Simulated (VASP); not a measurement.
A run of VASP 6.6.1 is set up as follows.

Contents of INCAR:

```
PREC = Accurate ; ENCUT = 520
EDIFF = 1E-6 ; ISMEAR = 0
SIGMA = 0.1 ; LREAL = False
LASPH = True ; NELM = 100
ALGO = Normal ; ISIF = 2
LWAVE = False ; LCHARG = False
GGA = PS ; NBANDS = 20
```

Contents of KPOINTS:

```
regular mesh
0
Gamma
  4 8 6
```

POSCAR

```
S
1.0
    7.6150744620      0.0000000000      0.0000000000
    0.0000000000      2.6051887141      0.0000000000
    0.0000000000      0.0000000000      3.6832641699
S
4
Direct
    0.7500000000      0.5000000000      0.5206231000
    0.2500000000      0.5000000000      0.4793769000
    0.0000000000      0.5000000000      0.0000000000
    0.5000000000      0.5000000000      0.0000000000
```

Potentials or basis: VASP PAW PBE potentials, release 64 (S).

Launch:

```sh
$ cat potpaw_PBE.64/S/POTCAR > POTCAR
$ mpirun -np 1 vasp_std > vasp.out
```

Task: Predict the band gap on the k mesh.

Result: Zero (bands 12 and 13 overlap by 4.37 eV).

Task: Predict the largest force.

Result: 0.210 eV/Å.

Forces on the atoms (eV/Å):
```
S    0.000  0.000  0.210
S    0.000  0.000 -0.210
S    0.000  0.000  0.000
S    0.000  0.000  0.000
```

Caveat: the cell differs from its parent crystal (Te replaced by S, lengths x 0.857, strained); the cell stands under tension; the PAW data sets were made with another functional, which shifts forces and pressure a little.
